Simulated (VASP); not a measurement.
Here is a VASP 6.6.1 calculation.

The input INCAR:

```
SYSTEM = Mo
  PREC = Accurate
  ENCUT = 500
  EDIFF = 1E-6
  ISMEAR = -1
  SIGMA = 0.08
  LREAL = .FALSE.
  LASPH = .TRUE.
  NELM = 120
  ALGO = Normal
  ISIF = 2
  LWAVE = .FALSE.
  LCHARG = .FALSE.
  GGA = PE
  NBANDS = 21
  GGA_COMPAT = .FALSE.
```

File KPOINTS:

```
Automatic mesh
0
G
  13 13 13
  0 0 0
```

The input POSCAR:

```
Mo
1.0
    0.0000000000      2.4833104874      2.4833104874
    2.4833104874      0.0000000000      2.4833104874
    2.4833104874      2.4833104874      0.0000000000
Mo
2
Direct
   -0.1250000000     -0.1250000000     -0.1250000000
    0.1250000000      0.1250000000      0.1250000000
```

Potentials or basis: VASP PAW PBE potentials, release 64 (Mo_sv).

Run with:

```bash
$ cat potpaw_PBE.64/Mo_sv/POTCAR > POTCAR
$ mpirun -np 1 vasp_std > vasp.out
```

**Question.** What does it give for the pressure?

**Answer.** 103.5 GPa.

**Question.** What does it give for the band gap on the k mesh?

**Answer.** Zero (bands 14 and 15 overlap by 0.93 eV).

Caveat: the cell stands under pressure.
